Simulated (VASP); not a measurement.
GaN, 8 atoms in the cell. Symmetry: Pmc2_1, No. 26, orthorhombic system. The conventional cell has a = 3.219 Å, b = 5.575 Å, c = 5.243 Å, α = 90.00°, β = 90.00°, γ = 90.00°. Ga (site symmetry m) has 4 N at 1.87 to 2.02 Å within 2.5 Å. Within 2.5 Å of Ga (site symmetry m) lie 4 N at 1.85 to 2.02 Å. Within 2.5 Å of N (site symmetry m) lie 4 Ga at 1.87 to 2.02 Å. N (site symmetry m) has 4 Ga at 1.85 to 2.00 Å within 2.5 Å.  This cell differs from its parent crystal: atoms displaced along a vibrational mode.

* Program: VASP 6.6.1
* Task: single point
* Functional: PBE
* Potentials or basis: VASP PAW PBE potentials, release 64 (Ga_d, N)
* Cutoff: 520 eV
* k mesh: 8 × 6 × 6
* Occupations: gaussian, width 0.05 eV
* Spin: no spin polarisation
* Dipole correction: no
* Further INCAR settings: ALGO = Normal; EDIFF = 1e-06; NBANDS = 46

Potentials or basis: VASP PAW PBE potentials, release 64 (Ga_d, N).

Launch:

```console
$ cat potpaw_PBE.64/Ga_d/POTCAR potpaw_PBE.64/N/POTCAR > POTCAR
$ mpirun -np 1 vasp_std > vasp.out
```

Hardware: 1 thread of Intel(R) Xeon(R) Platinum 8488C (Sapphire Rapids) (shared host).

Estimate the wall time of this run.

Wall time 3.6 min on 1 thread of Intel(R) Xeon(R) Platinum 8488C (Sapphire Rapids), with other jobs on the host, peak memory 0.36 GiB. Counts: scf iterations 16, k points 80.
